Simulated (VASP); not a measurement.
# Re (P6_3/mmc) in VASP: settings compared

The runs below take Re through relaxation of cell and atoms, single point, with BLYP, PBE.

Program: VASP 6.6.1. These are calculated values, not measurements. Logs are shortened: lines on timing, memory, paths and dates and some standing lists are left out, and cuts for length are marked.

### Step 1. The cell of the first run

It takes space group P6_3/mmc (No. 194, hexagonal). The conventional cell has a = 2.766 Å, b = 2.766 Å, c = 8.939 Å, α = 90.00°, β = 90.00°, γ = 120.00°. Within 3.6 Å of Re (site symmetry -6m2) lie 12 Re at 2.75 to 2.77 Å. Within 3.6 Å of Re (site symmetry -3m) lie 12 Re at 2.75 to 2.77 Å.

### Step 2. Relaxation of cell and atoms, BLYP

INCAR reads:

```
PREC     = Accurate       # precision mode
ENCUT    = 600            # plane-wave cutoff, eV
EDIFF    = 1E-6           # SCF threshold, eV
ISMEAR   = -1             # smearing method
SIGMA    = 0.05           # smearing width, eV
LREAL    = F              # projectors in reciprocal space
LASPH    = T              # aspherical terms in the spheres
NELM     = 80             # most SCF steps
ALGO     = Fast           # electronic algorithm
ISIF     = 3              # what is computed and relaxed
LWAVE    = F              # write WAVECAR
LCHARG   = F              # write CHGCAR
GGA      = B5             # functional
ALDAX    = 1.0          
AGGAX    = 1.0          
AGGAC    = 1.0          
ALDAC    = 0.0          
IBRION   = 2              # ionic algorithm
NSW      = 60             # ionic steps
EDIFFG   = -0.01          # ionic threshold
```

KPOINTS reads:

```
Automatic mesh
0
Gamma
  8 8 3
```

POSCAR reads:

```
Re
1.0
    2.7663873939      0.0000000000      0.0000000000
   -1.3831936969      2.3957617598      0.0000000000
    0.0000000000      0.0000000000      8.9388451600
Re
4
Direct
    0.6666666667      0.3333333333      0.7500000000
    0.0000000000      0.0000000000      0.5000000000
    0.3333333333      0.6666666667      0.2500000000
    0.0000000000      0.0000000000      0.0000000000
```

Potentials or basis: VASP PAW PBE potentials, release 64 (Re).

Run with:

```console
$ cat potpaw_PBE.64/Re/POTCAR > POTCAR
$ mpirun -np 1 vasp_std > vasp.out
```

OUTCAR:

```text
PREC = Accurate
   ENCUT = 600
   EDIFF = 1E-6
   ISMEAR = -1
   LREAL = F
   LASPH = T
   NELM = 80
   ISIF = 3
   GGA = B5
   IBRION = 2
   NSW = 60
   EDIFFG = -0.01

 ion  position               nearest neighbor table
   1  0.667  0.333  0.750-   2 2.75   4 2.75   2 2.75   4 2.75   2 2.75   4 2.75
   2  0.000  0.000  0.500-   1 2.75   3 2.75   3 2.75   1 2.75   1 2.75   3 2.75
   3  0.333  0.667  0.250-   2 2.75   4 2.75   2 2.75   4 2.75   2 2.75   4 2.75
   4  0.000  0.000  0.000-   1 2.75   3 2.75   3 2.75   1 2.75   1 2.75   3 2.75

  LATTYP: Found a hexagonal cell.
 ALAT       =     2.7663873939
 C/A-ratio  =     3.2312340563

  Lattice vectors:

 A1 = (   2.7663873939,   0.0000000000,   0.0000000000)
 A2 = (  -1.3831936969,   2.3957617598,   0.0000000000)
 A3 = (   0.0000000000,   0.0000000000,   8.9388451600)

Analysis of symmetry for initial positions (statically):
=====================================================================
 Subroutine PRICEL returns:
 Original cell was already a primitive cell.

 Routine SETGRP: Setting up the symmetry group for a
 hexagonal supercell.

 Subroutine GETGRP returns: Found 24 space group operations
 (whereof 12 operations were pure point group operations)
 out of a pool of 24 trial point group operations.

The static configuration has the point symmetry D_3d.
 The point group associated with its full space group is D_6h.

Analysis of symmetry for dynamics (positions and initial velocities):
=====================================================================
 Subroutine PRICEL returns:
 Original cell was already a primitive cell.

 Routine SETGRP: Setting up the symmetry group for a
 hexagonal supercell.

 Subroutine GETGRP returns: Found 24 space group operations
 (whereof 12 operations were pure point group operations)
 out of a pool of 24 trial point group operations.

The dynamic configuration has the point symmetry D_3d.
 The point group associated with its full space group is D_6h.

 Subroutine INISYM returns: Found 24 space group operations
 (whereof 12 operations are pure point group operations),
 and found     1 'primitive' translations

----------------------------------------------------------------------------------------

                                     Primitive cell

  volume of cell :      59.2431

  direct lattice vectors                    reciprocal lattice vectors
     2.766387394  0.000000000  0.000000000     0.361482272  0.208701887  0.000000000
    -1.383193697  2.395761760  0.000000000     0.000000000  0.417403774  0.000000000
     0.000000000  0.000000000  8.938845160     0.000000000  0.000000000  0.111871274

  length of vectors
     2.766387394  2.766387394  8.938845160     0.417403774  0.417403774  0.111871274

  position of ions in fractional coordinates (direct lattice)
     0.666666667  0.333333333  0.750000000
     0.000000000  0.000000000  0.500000000
     0.333333333  0.666666667  0.250000000
     0.000000000  0.000000000  0.000000000

  ion indices of the primitive-cell ions
   primitive index   ion index
                 1           1
                 2           2
                 3           3
                 4           4

----------------------------------------------------------------------------------------

 KPOINTS: Automatic mesh

Automatic generation of k-mesh.
 Grid dimensions read from file:
 generate k-points for:    8    8    3

 Generating k-lattice:

  Cartesian coordinates                     Fractional coordinates (reciprocal lattice)
     0.045185284  0.026087736  0.000000000     0.125000000  0.000000000  0.000000000
     0.000000000  0.052175472  0.000000000     0.000000000  0.125000000  0.000000000
     0.000000000  0.000000000  0.037290425     0.000000000  0.000000000  0.333333333

  Length of vectors
     0.052175472  0.052175472  0.037290425

  Shift w.r.t. Gamma in fractional coordinates (k-lattice)
     0.000000000  0.000000000  0.000000000

 Subroutine IBZKPT returns following result:
 ===========================================

 Found     20 irreducible k-points:

 Following reciprocal coordinates:
            Coordinates               Weight
  0.000000  0.000000  0.000000      1.000000
  0.125000  0.000000  0.000000      6.000000
  0.250000  0.000000  0.000000      6.000000
  0.375000  0.000000  0.000000      6.000000
  0.500000  0.000000  0.000000      3.000000
  0.125000  0.125000  0.000000      6.000000
[... 12 lines left out ...]
  0.250000  0.250000  0.333333     12.000000
  0.375000  0.250000  0.333333     12.000000
   k-points           NKPTS =     20   k-points in BZ     NKDIM =     20   number of bands    NBANDS=     18
   number of dos      NEDOS =    301   number of ions     NIONS =      4
   total plane-waves  NPLWV =  41472
   dimension x,y,z NGX =    24 NGY =   24 NGZ =   72
   dimension x,y,z NGXF=    48 NGYF=   48 NGZF=  144
   ions per type =               4
   NGX,Y,Z   is equivalent  to a cutoff of  14.42, 14.42, 13.39 a.u.
   NGXF,Y,Z  is equivalent  to a cutoff of  28.85, 28.85, 26.78 a.u.
 SYSTEM =  unknown system
   PREC   = accura    normal or accurate (medium, high low for compatibility)
   ISTART =      0    job   : 0-new  1-cont  2-samecut
   ICHARG =      2    charge: 1-file 2-atom 10-const
   ISPIN  =      1    spin polarized calculation?
   LNONCOLLINEAR =      F non collinear calculations
   LSORBIT =      F    spin-orbit coupling
   LASPH  =      T    aspherical Exc in radial PAW
   ENCUT  =  600.0 eV  44.10 Ry    6.64 a.u.   5.53  5.53 17.85*2*pi/ulx,y,z
   NELM   =     80;   NELMIN=  2; NELMDL= -5     # of ELM steps
   EDIFF  = 0.1E-05   stopping-criterion for ELM
   LREAL  =      F    real-space projection
   EDIFFG = -.1E-01   stopping-criterion for IOM
   NSW    =     60    number of steps for IOM
   IBRION =      2    ionic relax: 0-MD 1-quasi-New 2-CG
   NFREE  =      1    steps in history (QN), initial steepest desc. (CG)
   ISIF   =      3    stress and relaxation
   ISYM   =      2    0-nonsym 1-usesym 2-fastsym
   POTIM  = 0.5000    time-step for ionic-motion
   TEBEG  =    0.0;   TEEND  =   0.0 temperature during run
   PSTRESS=    0.0 pullay stress
   NELECT =      28.0000    total number of electrons
   NUPDOWN=      -1.0000    fix difference up-down
   EMIN   =  10.00;   EMAX   =-10.00  energy-range for DOS
   EFERMI =   0.00;   METHOD = LEGACY
   ISMEAR =    -1;   SIGMA  =   0.05  broadening in eV -4-tet -1-fermi 0-gaus
   EFERMI_NEDOS =   21; number of points for ismear=-14 and -15
   IALGO  =     68    algorithm
   IMIX   =      4    mixing-type and parameters
     AMIX     =   0.40;   BMIX     =  1.00
     AMIX_MAG =   1.60;   BMIX_MAG =  1.00
  volume/ion in A,a.u.               =      14.81        99.95
  Fermi-wavevector in a.u.,A,eV,Ry     =   1.275209  2.409796 22.125236  1.626159
  Thomas-Fermi vector in A             =   2.407934
   LORBIT       =      0    0 simple, 1 ext, 2 COOP (PROOUT), +10 PAW based schemes
   GGA     = B5    functional components
   LHFCALC =     F    Hartree Fock is set to
   AEXX    =    0.0000 exact exchange contribution
   IVDW    =     0    specifies the selected vdW correction
   LEPSILON=     F    determine dielectric tensor
   LRPA    =     F    only Hartree local field effects (RPA)
 conjugate gradient relaxation of ions
 non-spin polarized calculation
 RMM-DIIS sequential band-by-band and
  energy-cutoff  :      600.00
  volume of cell :       59.24
 maximum number of plane-waves:      2016
 NGX is ok and might be reduce to    24
   NGX = 11   NGY = 11   NGZ = 35

--------------------------------------- Ionic step        1  -------------------------------------------

 number of electron      28.0000000 magnetization

 Free energy of the ion-electron system (eV)
  ---------------------------------------------------
  ext. energy  EPLUGINS =         0.00000000
  ---------------------------------------------------
  free energy    TOTEN  =       -42.85567753 eV

  energy without entropy =      -42.82753873  energy(sigma->0) =      -42.84160813

------------------------ aborting loop because EDIFF is reached ----------------------------------------

  FORCE on cell =-STRESS in cart. coord.  units (eV):
  Direction    XX          YY          ZZ          XY          YZ          ZX
  --------------------------------------------------------------------------------------
  -------------------------------------------------------------------------------------
  Total        7.6151041      7.6151041      6.6418391      0.0000000     -0.0000000      0.0000000
  in kB      205.9436411    205.9436411    179.6225638      0.0000000     -0.0000000      0.0000000
  external PRESSURE =     197.1699486 kB  Pullay stress =       0.0000000 kB

 VOLUME and BASIS-vectors are now :
 -----------------------------------------------------------------------------
  energy-cutoff  :      600.00
  volume of cell :       59.24
      direct lattice vectors                 reciprocal lattice vectors
     2.766387394  0.000000000  0.000000000     0.361482272  0.208701887  0.000000000
    -1.383193697  2.395761760  0.000000000     0.000000000  0.417403774  0.000000000
     0.000000000  0.000000000  8.938845160     0.000000000  0.000000000  0.111871274
[... 267 lines left out ...]
 POSITION                                       TOTAL-FORCE (eV/Angst)
 -----------------------------------------------------------------------------------
      1.41088      0.81457      6.80504        -0.000000      0.000000      0.000000
      2.82175      0.00000      4.53669         0.000000     -0.000000      0.000000
     -0.00000      1.62914      2.26835         0.000000     -0.000000     -0.000000
      2.82175      0.00000     -0.00000         0.000000      0.000000      0.000000
 -----------------------------------------------------------------------------------
    total drift:                               -0.000000      0.000000     -0.000000

  FREE ENERGIE OF THE ION-ELECTRON SYSTEM (eV)
  ---------------------------------------------------
  free  energy   TOTEN  =       -43.0444250175 eV

  energy  without entropy=      -43.0139675213  energy(sigma->0) =      -43.02919627

--------------------------------------- Ionic step        9  -------------------------------------------

 number of electron      28.0000000 magnetization

 Free energy of the ion-electron system (eV)
  ---------------------------------------------------
  ext. energy  EPLUGINS =         0.00000000
  ---------------------------------------------------
  free energy    TOTEN  =       -43.04458414 eV

  energy without entropy =      -43.01418828  energy(sigma->0) =      -43.02938621

 E-fermi :   7.8817     XC(G=0): -12.7100

 val. band max:        7.8537273610   @ k =   0.1250   0.1250   0.3333
 cond. band min:       7.8896788862   @ k =   0.3750   0.0000   0.3333
 fundamental gap:      0.0359515252
 Fermi energy:         7.8816553703

 k-point     1 :       0.0000    0.0000    0.0000
  band No.  band energies     occupation
      1      -1.5129      2.00000
      2       0.6788      2.00000
      3       0.7776      2.00000
      4       1.6331      2.00000
      5       5.5437      2.00000
      6       5.6326      2.00000
[... 10 lines left out ...]
     17       8.3568      0.00015
     18       8.6240      0.00000
[... 419 lines left out ...]
 POSITION                                       TOTAL-FORCE (eV/Angst)
 -----------------------------------------------------------------------------------
      1.41003      0.81408      6.80228        -0.000000      0.000000      0.000000
     -1.41003      2.44225      4.53485        -0.000000      0.000000     -0.000000
     -0.00000      1.62817      2.26743         0.000000     -0.000000     -0.000000
     -0.00000      0.00000      0.00000        -0.000000      0.000000     -0.000000
 -----------------------------------------------------------------------------------
    total drift:                               -0.000000      0.000000      0.000000

  FREE ENERGIE OF THE ION-ELECTRON SYSTEM (eV)
  ---------------------------------------------------
  free  energy   TOTEN  =       -43.0445841370 eV

  energy  without entropy=      -43.0141882819  energy(sigma->0) =      -43.02938621

 reached required accuracy - stopping structural energy minimisation
```

Run time: 12 min. Hardware: 1 thread of Intel Xeon Platinum 8259CL at 2.50GHz (Skylake/Cascade Lake), shared host; peak memory 0.21 GiB.

Results:

- Free energy: -43.0446 eV
- Relaxed volume: 15.62 Å³/atom
- Relaxed cell: a = 2.820 Å, b = 2.820 Å, c = 9.070 Å, α = 90.00°, β = 90.00°, γ = 120.00°
- Space group after relaxing (to 0.1 Å): P6_3/mmc (No. 194)
- Energy gained by relaxing: 47.2 meV/atom
- Ionic steps: 9
- Pressure after relaxing: 0.0 GPa
- Band gap on the k mesh: zero (bands 14 and 15 overlap by 2.58 eV)

The path:
| step | energy change (eV) | largest force (eV/Å) | pressure (GPa) | volume (Å³) |
| --- | --- | --- | --- | --- |
| 1 | 0.0000 | 0.0000 | 19.72 | 59.24 |
| 2 | 1.9378 | 0.0000 | -40.58 | 76.28 |
| 3 | -0.1870 | 0.0000 | -1.61 | 62.79 |
| 4 | -0.1886 | 0.0000 | -0.23 | 62.51 |
| 5 | -0.1886 | 0.0000 | 0.12 | 62.44 |
| 6 | -0.1888 | 0.0000 | 0.23 | 62.43 |
| 7 | -0.1889 | 0.0000 | 0.20 | 62.43 |
| 8 | -0.1887 | 0.0000 | -0.48 | 62.57 |
| 9 | -0.1889 | 0.0000 | 0.01 | 62.47 |

Final structure:
```cif
data_structure
_symmetry_space_group_name_H-M 'P 1'
_symmetry_Int_Tables_number 1
_cell_length_a 2.8201
_cell_length_b 2.8201
_cell_length_c 9.0697
_cell_angle_alpha 90.000
_cell_angle_beta 90.000
_cell_angle_gamma 120.000
_cell_volume 62.47
loop_
_atom_site_label
_atom_site_type_symbol
_atom_site_fract_x
_atom_site_fract_y
_atom_site_fract_z
_atom_site_occupancy
Re1 Re 0.66667 0.33333 0.75000 1
Re2 Re 0.00000 0.00000 0.50000 1
Re3 Re 0.33333 0.66667 0.25000 1
Re4 Re 0.00000 0.00000 0.00000 1
```

Levels at points of the mesh, in eV from the Fermi level:
| k point | band 11 | band 12 | band 13 | band 14 | band 15 | band 16 | band 17 | band 18 |
| --- | --- | --- | --- | --- | --- | --- | --- | --- |
| (0.00, 0.00, 0.00) | -1.53 | -1.19 | -1.19 | -1.12 | -1.12 | 0.47 | 0.48 | 0.74 |
| (0.50, 0.00, 0.00) | -0.77 | 0.21 | 0.23 | 1.26 | 2.13 | 3.44 | 3.46 | 3.67 |

Caveat: the PAW data sets were made with another functional, which shifts forces and pressure a little; spin-orbit coupling is left out, which moves the levels of the heavy elements.

### Step 3. Single point, PBE

INCAR reads:

```
SYSTEM = Re
PREC = Accurate
ENCUT = 520
EDIFF = 1E-6
ISMEAR = 0
SIGMA = 0.013000000000000001
LREAL = .FALSE.
LASPH = .TRUE.
NELM = 100
ALGO = Normal
ISIF = 2
LWAVE = .FALSE.
LCHARG = .FALSE.
GGA = PE
NBANDS = 22
```

KPOINTS reads:

```
Automatic mesh
0
G
  11 11 3
  0 0 0
```

POSCAR is that of step 2.

Potentials or basis: VASP PAW PBE potentials, release 64 (Re).

Run with:

```console
$ cat potpaw_PBE.64/Re/POTCAR > POTCAR
$ mpirun -np 1 vasp_std > vasp.out
```

Run time: 24 s. Hardware: 1 thread of Intel Xeon 6975P-C (Granite Rapids), shared host; peak memory 0.2 GiB.

It converged, with:

```
Free energy            : -49.6927 eV
Pressure               : 3.0 GPa
Band gap on the k mesh : zero (bands 14 and 15 overlap by 2.41 eV)
```

Stress tensor (GPa, compression positive):
```
2.73 0.00 0.00
0.00 2.73 0.00
0.00 0.00 3.41
```

Levels at points of the mesh, in eV from the Fermi level:
| k point | band 11 | band 12 | band 13 | band 14 | band 15 | band 16 | band 17 | band 18 |
| --- | --- | --- | --- | --- | --- | --- | --- | --- |
| (0.00, 0.00, 0.00) | -1.61 | -1.19 | -1.19 | -1.09 | -1.09 | 0.52 | 0.65 | 0.65 |

Caveat: spin-orbit coupling is left out, which moves the levels of the heavy elements.
